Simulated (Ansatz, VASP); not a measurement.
Two plane-wave programs on AlNi

INCAR

```
PREC = Accurate
ENCUT = 520
EDIFF = 1E-7
ISMEAR = 0
SIGMA = 0.15
LREAL = F
LASPH = T
NELM = 100
ALGO = Fast
ISIF = 2
LWAVE = F
LCHARG = F
GGA = PS
NBANDS = 14
```

KPOINTS

```
Automatic mesh
0
Gamma
  24 24 24
```

POSCAR

```
AlNi
1.0
    2.0490209543     -2.0490429528      0.0000000000
    2.0490209543      2.0490429528      0.0000000000
    0.0000000000      0.0000000000      2.7923718395
Al Ni
1 1
Direct
    0.0000000000      0.0000000000      0.0000000000
    0.5000000000      0.5000000000      0.5000000000
```

Input for Ansatz:

```yaml
crystal:
  lattice:
    - [2.0490209543, -2.0490429528, 0.0]
    - [2.0490209543, 2.0490429528, 0.0]
    - [0.0, 0.0, 2.7923718395]
  atoms:
    - { symbol: Al, position: [0.0, 0.0, 0.0] }
    - { symbol: Ni, position: [0.5, 0.5, 0.5] }
basis:
  ecutwfc: 420
kpoints:
  mp_grid: { grid: [24, 24, 24] }
hamiltonian:
  xc: pbesol
scf:
  occupations: { method: gaussian, width: 0.15 }
output:
  forces: true
  stress: true
  eigenvalues: true
```

Alike in both runs: task single point; functional PBEsol; k mesh 24 × 24 × 24; occupations gaussian, width 0.15 eV; no spin polarisation.

```csv
,VASP,Ansatz
version,VASP 6.6.1,Ansatz 0.2.0
potentials or method,"VASP PAW PBE potentials, release 64 (Al, Ni), cutoff 520 eV","scalar-relativistic, plane waves, PAW"
valence electrons in the cell,13,21
```

VASP gave:

| Property | Result |
| --- | --- |
| gap on the k mesh at the Fermi level (eV) | none |
| pressure (GPa) | 0.1 |
| traceless stress, the component that is largest in VASP (GPa) | 2.27 |

Problem. Which values does Ansatz return?

Solution. gap on the k mesh at the Fermi level (eV): none; pressure (GPa): 0.1; traceless stress, the component that is largest in VASP (GPa): 2.21.

VASP's potentials were made for PBE, not for PBEsol. A gap of «none» marks a metal or a gap that the smearing closes. VASP's potentials hold 13 valence electrons a cell and Ansatz's 21, so a difference there can come from the potentials and not from the codes. Ansatz's warnings: near symmetry operations not taken.
